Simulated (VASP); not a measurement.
# Pt (P6_3/mmc) in VASP: notebook

Pt is run at these levels: PBE; tasks: vibrations by perturbation theory.

All numbers are computed with VASP 6.6.1; they aren't measurements. Logs are shortened: lines on timing, memory, paths and dates and some standing lists are left out, and cuts for length are marked.

## Step 1: The cell of the first run

The structure is hexagonal, space group P6_3/mmc (No. 194). Conventional cell: a = 2.683 Å, b = 2.683 Å, c = 4.544 Å, α = 90.00°, β = 90.00°, γ = 120.00°. Pt (site symmetry -6m2) has 12 Pt at 2.68 to 2.75 Å within 3.5 Å.

This isn't the form of Pt at room conditions, which is fcc.

## Step 2: Vibrations by perturbation theory, PBE

The input, INCAR:

```
SYSTEM = Pt
PREC = Accurate
ENCUT = 520
EDIFF = 1E-8
ISMEAR = -1
SIGMA = 0.15
LREAL = .FALSE.
LASPH = .TRUE.
NELM = 100
ALGO = Fast
ISIF = 2
LWAVE = .FALSE.
LCHARG = .FALSE.
GGA = PE
IBRION = 8
NSW = 1
```

The input, KPOINTS:

```
regular mesh
0
G
  18 18 10
  0 0 0
```

The input, POSCAR:

```
Pt
1.0
    2.6830000768      0.0000000000      0.0000000000
   -1.3415000384      2.3235462249      0.0000000000
    0.0000000000      0.0000000000      4.5437446391
Pt
2
Direct
    0.6666666667      0.3333333333      0.7500000000
    0.3333333333      0.6666666667      0.2500000000
```

Potentials or basis: VASP PAW PBE potentials, release 64 (Pt).

Launch:

```sh
$ cat potpaw_PBE.64/Pt/POTCAR > POTCAR
$ mpirun -np 1 vasp_std > vasp.out
```

OUTCAR:

```text
SYSTEM = Pt
   PREC = Accurate
   ENCUT = 520
   EDIFF = 1E-8
   ISMEAR = -1
   LREAL = .FALSE.
   LASPH = .TRUE.
   NELM = 100
   ISIF = 2
   GGA = PE
   IBRION = 8
   NSW = 1

 ion  position               nearest neighbor table
   1  0.667  0.333  0.750-   2 2.75   2 2.75   2 2.75   2 2.75   2 2.75   2 2.75
   2  0.333  0.667  0.250-   1 2.75   1 2.75   1 2.75   1 2.75   1 2.75   1 2.75

  LATTYP: Found a hexagonal cell.
 ALAT       =     2.6830000768
 C/A-ratio  =     1.6935313116

  Lattice vectors:

 A1 = (   2.6830000768,   0.0000000000,   0.0000000000)
 A2 = (  -1.3415000384,   2.3235462249,   0.0000000000)
 A3 = (   0.0000000000,   0.0000000000,   4.5437446391)

Analysis of symmetry for initial positions (statically):
=====================================================================
 Subroutine PRICEL returns:
 Original cell was already a primitive cell.

 Routine SETGRP: Setting up the symmetry group for a
 hexagonal supercell.

 Subroutine GETGRP returns: Found 24 space group operations
 (whereof 12 operations were pure point group operations)
 out of a pool of 24 trial point group operations.

The static configuration has the point symmetry D_3d.
 The point group associated with its full space group is D_6h.

Analysis of symmetry for dynamics (positions and initial velocities):
=====================================================================
 Subroutine PRICEL returns:
 Original cell was already a primitive cell.

 Routine SETGRP: Setting up the symmetry group for a
 hexagonal supercell.

 Subroutine GETGRP returns: Found 24 space group operations
 (whereof 12 operations were pure point group operations)
 out of a pool of 24 trial point group operations.

The dynamic configuration has the point symmetry D_3d.
 The point group associated with its full space group is D_6h.

 Subroutine INISYM returns: Found 24 space group operations
 (whereof 12 operations are pure point group operations),
 and found     1 'primitive' translations

[... 574 lines left out ...]
  energy-cutoff  :      520.00
  volume of cell :       28.33
      direct lattice vectors                 reciprocal lattice vectors
     2.683000077  0.000000000  0.000000000     0.372717097  0.215188316  0.000000000
    -1.341500038  2.323546225  0.000000000     0.000000000  0.430376633  0.000000000
     0.000000000  0.000000000  4.543744639     0.000000000  0.000000000  0.220082791

 POSITION                                       TOTAL-FORCE (eV/Angst)
 -----------------------------------------------------------------------------------
      1.34150      0.77452      3.40781        -0.000000      0.000000      0.000000
     -0.00000      1.54903      1.13594         0.000000     -0.000000      0.000000
 -----------------------------------------------------------------------------------
    total drift:                               -0.000000      0.000000     -0.000000

  FREE ENERGIE OF THE ION-ELECTRON SYSTEM (eV)
  ---------------------------------------------------
  free  energy   TOTEN  =       -11.9025147430 eV

  energy  without entropy=      -11.6859076077  energy(sigma->0) =      -11.79421118

[... ionic steps 2 to 3 ...]

--------------------------------------- Ionic step        4  -------------------------------------------

------------------------ aborting loop because EDIFF is reached ----------------------------------------

[... ionic steps 5 to 5 ...]

--------------------------------------- Ionic step        6  -------------------------------------------

 Free energy of the ion-electron system (eV)
  ---------------------------------------------------
  ---------------------------------------------------
  free energy    TOTEN  =        -0.28180767 eV

  energy without entropy =       -0.28180766

------------------------ aborting loop because EDIFF is reached ----------------------------------------

 INTERNAL STRAIN TENSOR  FOR ION    1  DIRECTION 3   (eV/Angst):
 -----------------------------------------------------------------------------
     0.04733  0.00000  0.00000
    -0.00000  0.04733  0.00000
     0.00000 -0.00000 -0.08670

 INTERNAL STRAIN TENSOR FOR ION    2 for displacements in x,y,z  (eV/Angst):
          X           Y           Z          XY          YZ          ZX
  --------------------------------------------------------------------------------
  x     0.00000    -0.00000     0.00000    -1.78903     0.00000     0.00000
  y    -1.78903     1.78903     0.00000    -0.00000     0.00000     0.00000
  z    -0.00000     0.00000     0.00000     0.00000     0.00000    -0.00000

 SECOND DERIVATIVES (NOT SYMMETRIZED)
 ------------------------------------
               1X          1Y          1Z          2X          2Y          2Z
  1X    -1.010510    0.000000    0.000000    1.010510    0.000000    0.000000
  1Y     0.000000   -1.010510    0.000000    0.000000    1.010510    0.000000
  1Z     0.000000    0.000000  -18.098202    0.000000   -0.000000   18.098202
  2X     1.010510    0.000000    0.000000   -1.010510    0.000000    0.000000
  2Y     0.000000    1.010510    0.000000    0.000000   -1.010510    0.000000
  2Z     0.000000   -0.000000   18.098202    0.000000    0.000000  -18.098202

 Eigenvectors and eigenvalues of the dynamical matrix
 ----------------------------------------------------

   1 f  =    6.734061 THz    42.311355 2PiTHz  224.624108 cm-1    27.849827 meV
             X         Y         Z           dx          dy          dz
      1.341500  0.774515  3.407808     0.000000   -0.000000    0.707107
     -0.000000  1.549031  1.135936     0.000000   -0.000000   -0.707107
[... 16 lines left out ...]
   5 f  =    0.000000 THz     0.000000 2PiTHz    0.000000 cm-1     0.000000 meV
             X         Y         Z           dx          dy          dz
      1.341500  0.774515  3.407808     0.707107    0.000000    0.000000
     -0.000000  1.549031  1.135936     0.707107    0.000000    0.000000

   6 f/i=    0.000000 THz     0.000001 2PiTHz    0.000004 cm-1     0.000000 meV
             X         Y         Z           dx          dy          dz
      1.341500  0.774515  3.407808     0.000000    0.158855    0.689032
     -0.000000  1.549031  1.135936     0.000000    0.158855    0.689032

--------------------------------------------------------------------------------------------------------

 ELASTIC MODULI CONTR FROM IONIC RELAXATION (kBar)
 Direction    XX          YY          ZZ          XY          YZ          ZX
 --------------------------------------------------------------------------------
 XX        -179.1502    179.1502      0.0000      0.0000      0.0000     -0.0000
 YY         179.1502   -179.1502     -0.0000     -0.0000      0.0000      0.0000
 ZZ           0.0000     -0.0000     -0.0000     -0.0000      0.0000      0.0000
 XY           0.0000     -0.0000     -0.0000   -179.1502      0.0000      0.0000
 YZ           0.0000      0.0000      0.0000      0.0000      0.0000      0.0000
 ZX          -0.0000      0.0000      0.0000      0.0000      0.0000     -0.0000
 --------------------------------------------------------------------------------
```

OSZICAR:

```text
N       E                     dE             d eps       ncg     rms          rms(c)
DAV:   1     0.108538014872E+03    0.10854E+03   -0.10845E+04  6232   0.139E+03
DAV:   2    -0.107585972061E+02   -0.11930E+03   -0.11457E+03  6960   0.285E+02
DAV:   3    -0.126108222305E+02   -0.18522E+01   -0.18321E+01  7494   0.373E+01
DAV:   4    -0.126196068350E+02   -0.87846E-02   -0.87837E-02  7254   0.265E+00
[... 50 lines left out ...]
RMM:  11    -0.281807614748E+00   -0.24288E-06   -0.41947E-07 15440   0.557E-05    0.393E-06
RMM:  12    -0.281807684389E+00   -0.69641E-07   -0.13150E-07 15699   0.203E-05    0.304E-06
RMM:  13    -0.281807668639E+00    0.15749E-07   -0.32492E-08 14325   0.118E-05    0.139E-06
RMM:  14    -0.281807665702E+00    0.29369E-08   -0.52739E-09 14398   0.110E-05    0.216E-07
 Linear response finished
```

It took 11 min on 1 thread of Oxide Virtual Turin-like, shared host; peak memory 0.76 GiB.

Results:

```
Highest phonon frequency at Γ : 225 cm⁻¹
```

Phonon frequencies in cm⁻¹ (negative: imaginary):
```tsv
q point	frequencies
(0.000, 0.000, 0.000)	0 0 0 53 53 225
```

Caveat: the cell stands under pressure or tension, which shifts response properties; spin-orbit coupling is left out, which moves the levels of the heavy elements.

## Step 3: Vibrations by perturbation theory, PBE

This run uses another cell than the first one, of 14.82 Å³/atom.

The input, INCAR:

```
SYSTEM = Pt
PREC = Accurate
ENCUT = 520
EDIFF = 1E-8
ISMEAR = -1
SIGMA = 0.15
LREAL = .False.
LASPH = .True.
NELM = 80
ALGO = Normal
ISIF = 2
LWAVE = .False.
LCHARG = .True.
GGA = PE
IBRION = 8
NSW = 1
```

The input, KPOINTS:

```
regular mesh
0
Gamma
  18 18 10
  0 0 0
```

The input, POSCAR:

```
Pt
1.0
    2.7213712614      0.0000000000      0.0000000000
   -1.3606856307      2.3567766455      0.0000000000
    0.0000000000      0.0000000000      4.6223982317
Pt
2
Direct
    0.6666666667      0.3333333333      0.7500000000
    0.3333333333      0.6666666667      0.2500000000
```

Potentials or basis: VASP PAW PBE potentials, release 64 (Pt).

Launch:

```sh
$ cat potpaw_PBE.64/Pt/POTCAR > POTCAR
$ mpirun -np 1 vasp_std > vasp.out
```

OUTCAR:

```text
SYSTEM = Pt
   PREC = Accurate
   ENCUT = 520
   EDIFF = 1E-8
   ISMEAR = -1
   LREAL = .False.
   LASPH = .True.
   NELM = 80
   ISIF = 2
   GGA = PE
   IBRION = 8
   NSW = 1

 ion  position               nearest neighbor table
   1  0.667  0.333  0.750-   2 2.79   2 2.79   2 2.79   2 2.79   2 2.79   2 2.79
   2  0.333  0.667  0.250-   1 2.79   1 2.79   1 2.79   1 2.79   1 2.79   1 2.79

  LATTYP: Found a hexagonal cell.
 ALAT       =     2.7213712614
 C/A-ratio  =     1.6985548048

  Lattice vectors:

 A1 = (   2.7213712614,   0.0000000000,   0.0000000000)
 A2 = (  -1.3606856307,   2.3567766455,   0.0000000000)
 A3 = (   0.0000000000,   0.0000000000,   4.6223982317)

Analysis of symmetry for initial positions (statically):
=====================================================================
 Subroutine PRICEL returns:
 Original cell was already a primitive cell.

 Routine SETGRP: Setting up the symmetry group for a
 hexagonal supercell.

 Subroutine GETGRP returns: Found 24 space group operations
 (whereof 12 operations were pure point group operations)
 out of a pool of 24 trial point group operations.

The static configuration has the point symmetry D_3d.
 The point group associated with its full space group is D_6h.

Analysis of symmetry for dynamics (positions and initial velocities):
=====================================================================
 Subroutine PRICEL returns:
 Original cell was already a primitive cell.

 Routine SETGRP: Setting up the symmetry group for a
 hexagonal supercell.
[... 595 lines left out ...]
 -----------------------------------------------------------------------------------
    total drift:                               -0.000000      0.000000     -0.000000

  FREE ENERGIE OF THE ION-ELECTRON SYSTEM (eV)
  ---------------------------------------------------
  free  energy   TOTEN  =       -12.1144066770 eV

  energy  without entropy=      -11.8870477813  energy(sigma->0) =      -12.00072723

[... ionic steps 2 to 3 ...]

--------------------------------------- Ionic step        4  -------------------------------------------

------------------------ aborting loop because EDIFF is reached ----------------------------------------

[... ionic steps 5 to 5 ...]

--------------------------------------- Ionic step        6  -------------------------------------------

 Free energy of the ion-electron system (eV)
  ---------------------------------------------------
  ---------------------------------------------------
  free energy    TOTEN  =        -0.28138981 eV

  energy without entropy =       -0.28138981

------------------------ aborting loop because EDIFF is reached ----------------------------------------

 INTERNAL STRAIN TENSOR  FOR ION    1  DIRECTION 3   (eV/Angst):
 -----------------------------------------------------------------------------
     0.04654  0.00000  0.00000
     0.00000  0.04654  0.00000
     0.00000 -0.00000 -0.08590

 INTERNAL STRAIN TENSOR FOR ION    2 for displacements in x,y,z  (eV/Angst):
          X           Y           Z          XY          YZ          ZX
  --------------------------------------------------------------------------------
  x    -0.00000     0.00000     0.00000    -1.23466     0.00000     0.00000
  y    -1.23466     1.23466     0.00000     0.00000     0.00000     0.00000
  z     0.00000    -0.00000     0.00000     0.00000     0.00000     0.00000

 SECOND DERIVATIVES (NOT SYMMETRIZED)
 ------------------------------------
               1X          1Y          1Z          2X          2Y          2Z
  1X    -0.713890   -0.000000    0.000000    0.713890    0.000000    0.000000
  1Y     0.000000   -0.713890    0.000000   -0.000000    0.713890    0.000000
  1Z    -0.000000   -0.000000  -14.357709    0.000000    0.000000   14.357709
  2X     0.713890    0.000000    0.000000   -0.713890   -0.000000    0.000000
  2Y    -0.000000    0.713890    0.000000    0.000000   -0.713890    0.000000
  2Z     0.000000    0.000000   14.357709   -0.000000   -0.000000  -14.357709

 Eigenvectors and eigenvalues of the dynamical matrix
 ----------------------------------------------------

   1 f  =    5.997937 THz    37.686151 2PiTHz  200.069653 cm-1    24.805464 meV
             X         Y         Z           dx          dy          dz
      1.360686  0.785592  3.466799     0.000000    0.000000    0.707107
     -0.000000  1.571184  1.155600    -0.000000   -0.000000   -0.707107
[... 21 lines left out ...]
   6 f  =    0.000000 THz     0.000000 2PiTHz    0.000000 cm-1     0.000000 meV
             X         Y         Z           dx          dy          dz
      1.360686  0.785592  3.466799     0.569097    0.398229    0.132447
     -0.000000  1.571184  1.155600     0.569097    0.398229    0.132447

--------------------------------------------------------------------------------------------------------

 ELASTIC MODULI CONTR FROM IONIC RELAXATION (kBar)
 Direction    XX          YY          ZZ          XY          YZ          ZX
 --------------------------------------------------------------------------------
 XX        -115.3977    115.3977      0.0000     -0.0000     -0.0000      0.0000
 YY         115.3977   -115.3977     -0.0000      0.0000      0.0000      0.0000
 ZZ           0.0000     -0.0000     -0.0000     -0.0000     -0.0000      0.0000
 XY          -0.0000      0.0000     -0.0000   -115.3977     -0.0000      0.0000
 YZ          -0.0000      0.0000     -0.0000     -0.0000     -0.0000      0.0000
 ZX           0.0000      0.0000      0.0000      0.0000      0.0000      0.0000
 --------------------------------------------------------------------------------
```

stdout:

```text
POSCAR found type information on POSCAR Pt
 POSCAR found :  1 types and       2 ions
 scaLAPACK will be used
 LDA part: xc-table for (Slater+PW92), standard interpolation
 POSCAR, INCAR and KPOINTS ok, starting setup
 FFT: planning ... GRIDC
 FFT: planning ... GRID_SOFT
 FFT: planning ... GRID
 WAVECAR not read
 entering main loop
 Linear response reoptimize wavefunctions to high precision
 Linear response DOF=           2
 Linear response progress:
 first order change of Fermi-energy  -0.11623E-04
 force on displaced ion       1 direction 1 :  -0.714   0.001   0.000
 Linear response progress:
 first order change of Fermi-energy   0.21242E-03
 force on displaced ion       1 direction 3 :  -0.000   0.000 -14.358
 Linear response finished
```

Wall time 15 min (1 thread of Oxide Virtual Turin-like, shared host); peak memory 0.8 GiB.

What came out:

| Quantity | Value |
| --- | --- |
| Highest phonon frequency at Γ | 200 cm⁻¹ |

Phonon frequencies in cm⁻¹ (negative: imaginary):
| q point | frequencies |
| --- | --- |
| (0.000, 0.000, 0.000) | 0 0 0 45 45 200 |

Caveat: the cell stands under pressure or tension, which shifts response properties; spin-orbit coupling is left out, which moves the levels of the heavy elements.
